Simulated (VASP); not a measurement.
# Al16GeN15 (a cell with a defect) in VASP: electric field gradients with PBE

Aim: the electric field gradients of Al16GeN15 (a cell with a defect) with PBE.

Program: VASP 6.6.1. These are calculated values, not measurements. Logs are shortened: lines on timing, memory, paths and dates and some standing lists are left out, and cuts for length are marked.

### 1 The cell of the first run

The cell holds a defect, 32 atoms: a = 6.260 Å, b = 6.260 Å, c = 10.035 Å, α = 90.00°, β = 90.00°, γ = 120.00°.

### 2 Electric field gradients, PBE, collinear spin

INCAR reads:

```
SYSTEM = Al16GeN15
PREC = Accurate
ENCUT = 520
EDIFF = 1E-8
ISMEAR = -1
SIGMA = 0.01
LREAL = Auto
LASPH = .True.
NELM = 150
ALGO = Normal
ISIF = 2
LWAVE = .False.
LCHARG = .False.
ISPIN = 2
MAGMOM = 0 0 0 0 0 0.02 0 0 0 0.02 0 0 0.01 0.03 0 0 0.11 0 0 0 0.09 0.06 0.01 0.03 0.09 0.05 0.01 0.03 0.08 0 0.03 0.38
LORBIT = 11
NUPDOWN = 2.0
GGA = PE
LEFG = .True.
NELECT = 136.0
NBANDS = 94
KPAR = 2
```

KPOINTS reads:

```
Automatic mesh
0
Gamma
  2 2 2
  0.5 0.5 0.5
```

POSCAR reads:

```
Al16GeN15
1.0
    6.2595139128      0.0000000578      0.0000000000
   -3.1297570064      5.4208980350      0.0000000000
    0.0000000000      0.0000000000     10.0348065929
Al N Ge
16 15 1
Direct
    0.3337642467      0.1638082990      0.2520902712
    0.1664767936      0.3339137501      0.5005652741
    0.3305119121      0.1699033013      0.7549269742
    0.1666394031      0.3322034108      1.0064670129
    0.3351141506      0.6665917573      0.2519667262
    0.2003597089      0.8590677515      0.5146860862
    0.3302173481      0.6585777872      0.7540870312
    0.1821499136      0.8396818706      0.9927735668
    0.8319121851      0.1637041436      0.2517012513
    0.6429225605      0.3014726533      0.5135778533
    0.8411611197      0.1690783755      0.7538778633
    0.6583471059      0.3152432606      0.9924070739
    0.8337287085      0.6608970694      0.1765074604
    0.6480554370      0.8525309039      0.5168069294
    0.8348827787      0.6652819182      0.7544120420
    0.6601483979      0.8386992850      0.9939204821
    0.3316234202      0.1700672999      0.4411951858
    0.1677967748      0.3308659657      0.1950846861
    0.3285816767      0.1695384485      0.9400892119
    0.1682518784      0.3314307409      0.6895908687
    0.3319097768      0.6720145051      0.4436973526
    0.1811258245      0.8356151165      0.1807072881
    0.3300305146      0.6601804609      0.9395008702
    0.1729447586      0.8344810433      0.7009943045
    0.8284697712      0.1682979798      0.4434839751
    0.6601633839      0.3142998149      0.1798013011
    0.8388453060      0.1687164769      0.9392982303
    0.6664598019      0.3277513045      0.7004036399
    0.6640493078      0.8348847889      0.1831620807
    0.8321811322      0.6656466170      0.9516025020
    0.6675067969      0.8314577121      0.7002123314
    0.8356217930      0.6682867958      0.4101638338
```

Potentials or basis: VASP PAW PBE potentials, release 64 (Al, N, Ge_d).

The run is started by

```sh
cat potpaw_PBE.64/Al/POTCAR potpaw_PBE.64/N/POTCAR potpaw_PBE.64/Ge_d/POTCAR > POTCAR
mpirun -np 2 vasp_std > vasp.out
```

OUTCAR:

```text
SYSTEM = Al16GeN15
   PREC = Accurate
   ENCUT = 520
   EDIFF = 1E-8
   ISMEAR = -1
   LREAL = Auto
   LASPH = .True.
   NELM = 150
   ISIF = 2
   ISPIN = 2
   LORBIT = 11
   NUPDOWN = 2.0
   GGA = PE
   NELECT = 136.0

 ion  position               nearest neighbor table
   1  0.334  0.164  0.252-  18 1.89  17 1.90  26 1.91  22 1.92   4 3.06   2 3.09   6 3.11  10 3.12
                             5 3.12   9 3.12   8 3.14   9 3.14   5 3.14  12 3.15  13 3.21  13 3.23
   2  0.166  0.334  0.501-  17 1.88  20 1.90  21 1.92  25 1.92   5 3.08   9 3.09   6 3.09  10 3.09
                             1 3.09   7 3.09  11 3.09   3 3.11  14 3.14  14 3.14  10 3.18   6 3.19
   3  0.331  0.170  0.755-  19 1.86  20 1.87  24 1.90  28 1.90   6 2.95  10 2.96  12 2.98   8 2.99
                             7 3.06  11 3.06   4 3.08   2 3.11  15 3.13  15 3.13  11 3.20   7 3.20
   4  0.167  0.332  0.006-  19 1.88  18 1.89  27 1.90  23 1.90   9 3.06   5 3.06   1 3.06   3 3.08
                            11 3.09   7 3.09   8 3.13  16 3.13  16 3.13  12 3.13  12 3.14   8 3.14
   5  0.335  0.667  0.252-  22 1.89  18 1.91  29 1.91  21 1.92   4 3.06   2 3.08   9 3.11   1 3.12
                            16 3.13   1 3.14   8 3.15   9 3.15  14 3.16   6 3.18  13 3.21  13 3.23
   6  0.200  0.859  0.515-  17 1.85  21 1.88  24 1.88  32 2.24  10 2.77  14 2.82   3 2.95   7 3.00
                             2 3.09   1 3.11  15 3.12   5 3.18   2 3.19
   7  0.330  0.659  0.754-  23 1.86  24 1.88  20 1.89  31 1.91  14 2.95   8 2.99  16 3.00   6 3.00
                             3 3.06  11 3.06   4 3.09   2 3.09  15 3.12  15 3.14  11 3.20   3 3.20
   8  0.182  0.840  0.993-  23 1.86  19 1.87  22 1.89  30 1.94  13 2.64  12 2.98   3 2.99   7 2.99
                            16 3.00  15 3.04   4 3.13   4 3.14   1 3.14   5 3.15  16 3.26  12 3.28
   9  0.832  0.164  0.252-  26 1.89  18 1.91  29 1.91  25 1.92   4 3.06   2 3.09   5 3.11   1 3.12
                            16 3.13   1 3.14  12 3.14   5 3.15  14 3.15  10 3.17  13 3.20  13 3.24
  10  0.643  0.301  0.514-  17 1.84  25 1.87  28 1.88  32 2.24   6 2.77  14 2.83   3 2.96  11 3.01
                             2 3.09   1 3.12  15 3.12   9 3.17   2 3.18
  11  0.841  0.169  0.754-  27 1.86  28 1.89  20 1.89  31 1.91  14 2.94  12 2.99  16 3.00  10 3.01
                             3 3.06   7 3.06   4 3.09   2 3.09  15 3.13  15 3.13   7 3.20   3 3.20
  12  0.658  0.315  0.992-  27 1.85  19 1.87  26 1.88  30 1.94  13 2.63   3 2.98   8 2.98  11 2.99
                            16 2.99  15 3.05   4 3.13   4 3.14   9 3.14   1 3.15  16 3.27   8 3.28
  13  0.834  0.661  0.177-  29 1.86  26 1.88  22 1.88  30 2.26  32 2.35  12 2.63   8 2.64  16 2.64
                             9 3.20   5 3.21   1 3.21   5 3.23   1 3.23   9 3.24
  14  0.648  0.853  0.517-  31 1.85  25 1.87  21 1.87  32 2.28   6 2.82  10 2.83  11 2.94   7 2.95
                            15 3.13   2 3.14   2 3.14   9 3.15   5 3.16
  15  0.835  0.665  0.754-  31 1.89  28 1.91  24 1.91  30 1.98   8 3.04  12 3.05  16 3.06   6 3.12
                            10 3.12   7 3.12  11 3.13   3 3.13  14 3.13   3 3.13  11 3.13   7 3.14
  16  0.660  0.839  0.994-  23 1.87  27 1.87  29 1.90  30 1.92  13 2.64  12 2.99   8 3.00   7 3.00
                            11 3.00  15 3.06   9 3.13   5 3.13   4 3.13   4 3.13   8 3.26  12 3.27
  17  0.332  0.170  0.441-  10 1.84   6 1.85   2 1.88   1 1.90
  18  0.168  0.331  0.195-   4 1.89   1 1.89   5 1.91   9 1.91
  19  0.329  0.170  0.940-   3 1.86  12 1.87   8 1.87   4 1.88
  20  0.168  0.331  0.690-   3 1.87  11 1.89   7 1.89   2 1.90
  21  0.332  0.672  0.444-  14 1.87   6 1.88   2 1.92   5 1.92
  22  0.181  0.836  0.181-  13 1.88   8 1.89   5 1.89   1 1.92
  23  0.330  0.660  0.940-   8 1.86   7 1.86  16 1.87   4 1.90
  24  0.173  0.834  0.701-   6 1.88   7 1.88   3 1.90  15 1.91
  25  0.828  0.168  0.443-  14 1.87  10 1.87   2 1.92   9 1.92
  26  0.660  0.314  0.180-  13 1.88  12 1.88   9 1.89   1 1.91
  27  0.839  0.169  0.939-  12 1.85  11 1.86  16 1.87   4 1.90
  28  0.666  0.328  0.700-  10 1.88  11 1.89   3 1.90  15 1.91
  29  0.664  0.835  0.183-  13 1.86  16 1.90   9 1.91   5 1.91
  30  0.832  0.666  0.952-  16 1.92   8 1.94  12 1.94  15 1.98  13 2.26
  31  0.668  0.831  0.700-  14 1.85  15 1.89   7 1.91  11 1.91
  32  0.836  0.668  0.410-   6 2.24  10 2.24  14 2.28  13 2.35

  LATTYP: Found a hexagonal cell.
 ALAT       =     6.2595139128
 C/A-ratio  =     1.6031287306

  Lattice vectors:

 A1 = (   6.2595139128,   0.0000000578,   0.0000000000)
 A2 = (  -3.1297570064,   5.4208980350,   0.0000000000)
 A3 = (   0.0000000000,   0.0000000000,  10.0348065929)

Analysis of symmetry for initial positions (statically):
=====================================================================
 Subroutine PRICEL returns:
 Original cell was already a primitive cell.

 Routine SETGRP: Setting up the symmetry group for a
 hexagonal supercell.

 Subroutine GETGRP returns: Found  1 space group operations
 (whereof  1 operations were pure point group operations)
 out of a pool of 24 trial point group operations.

The static configuration has the point symmetry C_1 .

Analysis of symmetry for dynamics (positions and initial velocities):
=====================================================================
 Subroutine PRICEL returns:
 Original cell was already a primitive cell.

 Routine SETGRP: Setting up the symmetry group for a
[... 222 lines left out ...]
 spin component 1

 k-point     1 :       0.2500    0.2500    0.2500
  band No.  band energies     occupation
      1     -15.4974      1.00000
      2     -15.4780      1.00000
      3     -15.4592      1.00000
      4     -15.4450      1.00000
      5     -15.4089      1.00000
      6      -8.4178      1.00000
[... 985 lines left out ...]
     79      12.4967      0.00000
     80      12.5860      0.00000
 Fermi energy:         8.0409505596

 spin component 2

 k-point     1 :       0.2500    0.2500    0.2500
  band No.  band energies     occupation
      1     -15.3750      1.00000
      2     -15.3608      1.00000
      3     -15.3498      1.00000
      4     -15.3343      1.00000
      5     -15.3096      1.00000
      6      -8.3762      1.00000
[... 985 lines left out ...]
     79      12.5591      0.00000
     80      12.6466      0.00000
 [bands above 80 left out]

------------------------ aborting loop because EDIFF is reached ----------------------------------------

  FORCE on cell =-STRESS in cart. coord.  units (eV):
  Direction    XX          YY          ZZ          XY          YZ          ZX
  --------------------------------------------------------------------------------------
  -------------------------------------------------------------------------------------
  Total       11.0666578     10.5344158     11.2667093     -0.5068554      0.3298500      0.2294740
  in kB       52.0722336     49.5678615     53.0135411     -2.3849199      1.5520520      1.0797498
  external PRESSURE =      51.5512121 kB  Pullay stress =       0.0000000 kB

 VOLUME and BASIS-vectors are now :
 -----------------------------------------------------------------------------
  energy-cutoff  :      520.00
  volume of cell :      340.50
      direct lattice vectors                 reciprocal lattice vectors
     6.259513913  0.000000058  0.000000000     0.159756813  0.092235641  0.000000000
    -3.129757006  5.420898035  0.000000000    -0.000000002  0.184471279  0.000000000
     0.000000000  0.000000000 10.034806593     0.000000000  0.000000000  0.099653141

 POSITION                                       TOTAL-FORCE (eV/Angst)
 -----------------------------------------------------------------------------------
      1.57652      0.88799      2.52968         0.192627     -0.125835     -0.706599
     -0.00301      1.81011      5.02308        -0.491585      0.285112      0.057016
      1.53709      0.92103      7.57555         0.133958     -0.064832      0.069387
      0.00337      1.80084      0.06490        -0.121116      0.071593     -0.160300
      0.01138      3.61353      2.52844         0.087595      0.043920     -0.238833
     -1.43452      4.65692      5.16478         0.387223     -0.376418      0.452160
[... 24 lines left out ...]
      1.57601      4.50725      7.02650        -0.284822      0.193702      0.290941
      3.13901      3.62271      4.11591        -0.324608      0.144082     -0.772376
 -----------------------------------------------------------------------------------
    total drift:                               -0.002615      0.009598      0.017963

  FREE ENERGIE OF THE ION-ELECTRON SYSTEM (eV)
  ---------------------------------------------------
  free  energy   TOTEN  =      -233.4136638837 eV

  energy  without entropy=     -233.4136233291  energy(sigma->0) =     -233.41364361

 Electric field gradients (V/A^2)
---------------------------------------------------------------------
 ion       V_xx      V_yy      V_zz      V_xy      V_xz      V_yz
---------------------------------------------------------------------
   1      -3.626     3.306     0.319     5.377     2.435    -1.284
   2      -2.631     1.035     1.596     3.058     1.734    -0.945
   3      -0.309     4.648    -4.339     4.871    -3.356     2.041
   4       0.807     2.471    -3.278     1.570     0.712    -0.450
   5       0.760    -4.296     3.537     1.800    -0.858     2.201
   6       9.782    -3.898    -5.883     5.459    -4.009     2.318
[... 24 lines left out ...]
  31       1.887     0.627    -2.514    -1.175     6.202    -3.694
  32      17.942   -23.717     5.775   -33.183    12.843   -33.072
---------------------------------------------------------------------

 Electric field gradients after diagonalization (V/A^2)
 (convention: |V_zz| > |V_xx| > |V_yy|)
----------------------------------------------------------------------
 ion       V_xx      V_yy      V_zz     asymmetry (V_yy - V_xx)/ V_zz
----------------------------------------------------------------------
   1       6.238     1.286    -7.523       0.658
   2       2.769     2.189    -4.958       0.117
   3       7.634     0.145    -7.780       0.963
   4       3.416     0.074    -3.490       0.958
   5       4.160     1.328    -5.488       0.516
   6      -9.581    -2.634    12.216       0.569
[... 24 lines left out ...]
  31      -7.619    -0.076     7.695       0.980
  32     -52.430    -1.299    53.730       0.952
----------------------------------------------------------------------

           NMR quadrupolar parameters

 Cq : quadrupolar parameter    Cq=e*Q*V_zz/h
 eta: asymmetry parameters     (V_yy - V_xx)/ V_zz
 Q  : nuclear electric quadrupole moment in mb (millibarn)
----------------------------------------------------------------------
 ion       Cq(MHz)       eta       Q (mb)
----------------------------------------------------------------------
   1      -0.018       0.658       1.000
   2      -0.012       0.117       1.000
   3      -0.019       0.963       1.000
   4      -0.008       0.958       1.000
   5      -0.013       0.516       1.000
   6       0.030       0.569       1.000
[... 24 lines left out ...]
  31       0.019       0.980       1.000
  32       0.130       0.952       1.000
----------------------------------------------------------------------

 total charge

# of ion       s       p       d       tot
------------------------------------------
    1        0.359   0.418   0.000   0.777
    2        0.359   0.420   0.000   0.779
    3        0.369   0.447   0.000   0.817
    4        0.363   0.430   0.000   0.793
    5        0.359   0.416   0.000   0.775
    6        0.400   0.474   0.000   0.874
[... 24 lines left out ...]
   31        1.227   2.628   0.000   3.854
   32        1.228   1.528  10.010  12.766
--------------------------------------------------
tot         25.577  47.969  10.010  83.557

 magnetization (x)

# of ion       s       p       d       tot
------------------------------------------
    1       -0.000  -0.001   0.000  -0.001
    2       -0.001  -0.001   0.000  -0.002
    3        0.000   0.001   0.000   0.001
    4       -0.000  -0.000   0.000  -0.000
    5       -0.001  -0.001   0.000  -0.001
    6        0.006   0.030   0.000   0.036
[... 24 lines left out ...]
   31        0.001   0.022   0.000   0.023
   32        0.018   0.585   0.015   0.619
--------------------------------------------------
tot          0.072   1.168   0.015   1.255
```

It took 30 min on 2 MPI ranks of Intel Xeon Platinum 8259CL at 2.50GHz (Skylake/Cascade Lake), shared host; peak memory 0.87 GiB.

Results:

```
Free energy                                           : -233.4137 eV
Largest force                                         : 0.850 eV/Å
Net moment                                            : 2.00 μB per cell
Site moments                                          : Al -0.00, +0.00, +0.04, +0.01 (each value once); N +0.07, -0.00, +0.01, +0.00, +0.09, +0.06, +0.02, +0.05, +0.03 (each value once); Ge +0.62 μB
Largest electric field gradient by atom               : Al -7.5, -5.0, -7.8, -3.5, -5.5, +12.2, +6.0, -15.8, -6.1, +12.8, +5.9, -16.0, +35.9, +16.7, +17.5 (each value once); N +12.3, +2.0, -7.1, -2.5, +9.8, +6.8, +10.0, +12.0, +10.8, +7.0, +9.1, +7.8, +14.8, +7.7 (each value once); Ge +53.7 V/Å²
Valence electrons inside the program's atomic spheres : Al 0.78, 0.82, 0.79, 0.87, 0.81, 0.86, 0.77 (each value once); N 3.87, 3.84, 3.88, 3.86, 3.85, 3.82 (each value once); Ge 12.77
```

Forces in eV/Å, atoms in the order of the input:
```
Al   0.193 -0.126 -0.707
Al  -0.492  0.285  0.057
Al   0.134 -0.065  0.069
Al  -0.121  0.072 -0.160
Al   0.088  0.044 -0.239
Al   0.387 -0.376  0.452
Al   0.203  0.005 -0.029
Al  -0.116  0.064  0.039
Al   0.013 -0.095 -0.233
Al   0.519 -0.145  0.457
Al   0.078 -0.169 -0.028
Al  -0.122  0.079  0.019
Al   0.210 -0.089  0.425
Al   0.065 -0.047 -0.115
Al   0.063 -0.043 -0.099
Al  -0.156  0.091 -0.018
N    0.082 -0.059  0.216
N   -0.128  0.067  0.313
N    0.149 -0.086 -0.042
N   -0.127  0.083 -0.068
N    0.086 -0.089  0.124
N   -0.187  0.183 -0.032
N    0.175 -0.116  0.069
N   -0.190  0.134 -0.030
N    0.116 -0.006  0.110
N   -0.192  0.096 -0.013
N    0.199 -0.109  0.047
N   -0.251  0.072 -0.052
N   -0.291  0.131 -0.181
N    0.224 -0.126  0.128
N   -0.285  0.194  0.291
Ge  -0.325  0.144 -0.772
```

Electric field gradients, principal values (V/Å²):
| atom | least | middle | greatest (by size) |
| --- | --- | --- | --- |
| 1 Al | 1.286 | 6.238 | -7.523 |
| 2 Al | 2.189 | 2.769 | -4.958 |
| 3 Al | 0.145 | 7.634 | -7.780 |
| 4 Al | 0.074 | 3.416 | -3.490 |
| 5 Al | 1.328 | 4.160 | -5.488 |
| 6 Al | -2.634 | -9.581 | 12.216 |
| 7 Al | -0.337 | -5.615 | 5.952 |
| 8 Al | 1.219 | 14.553 | -15.771 |
| 9 Al | 1.663 | 4.425 | -6.088 |
| 10 Al | -2.693 | -10.140 | 12.833 |
| 11 Al | -0.063 | -5.871 | 5.934 |
| 12 Al | 1.203 | 14.800 | -16.003 |
| 13 Al | -16.294 | -19.594 | 35.888 |
| 14 Al | -4.758 | -11.977 | 16.735 |
| 15 Al | -7.083 | -10.433 | 17.516 |
| 16 Al | -0.155 | -12.060 | 12.215 |
| 17 N | -2.086 | -10.168 | 12.254 |
| 18 N | -0.025 | -2.016 | 2.041 |
| 19 N | 0.658 | 6.467 | -7.126 |
| 20 N | 0.975 | 1.479 | -2.454 |
| 21 N | -4.881 | -7.373 | 12.254 |
| 22 N | -1.754 | -8.076 | 9.831 |
| 23 N | -0.205 | -6.613 | 6.818 |
| 24 N | -2.790 | -7.203 | 9.993 |
| 25 N | -4.358 | -7.596 | 11.954 |
| 26 N | -0.537 | -10.240 | 10.776 |
| 27 N | -0.152 | -6.864 | 7.016 |
| 28 N | -3.175 | -5.945 | 9.120 |
| 29 N | -2.028 | -5.769 | 7.797 |
| 30 N | -6.513 | -8.305 | 14.818 |
| 31 N | -0.076 | -7.619 | 7.695 |
| 32 Ge | -1.299 | -52.430 | 53.730 |

Caveat: the k points lie up to 0.58 Å⁻¹ apart; the cell carries a net charge on a neutralising background, which shifts energy and pressure; the cell is charged against a uniform background, so pressure and absolute levels hang on convention; without QUAD_EFG the Cq values of the log hold for a quadrupole moment of 1 mb, not for the nuclei; the total moment is fixed, so each spin has its own Fermi level and the state may be an excited one.
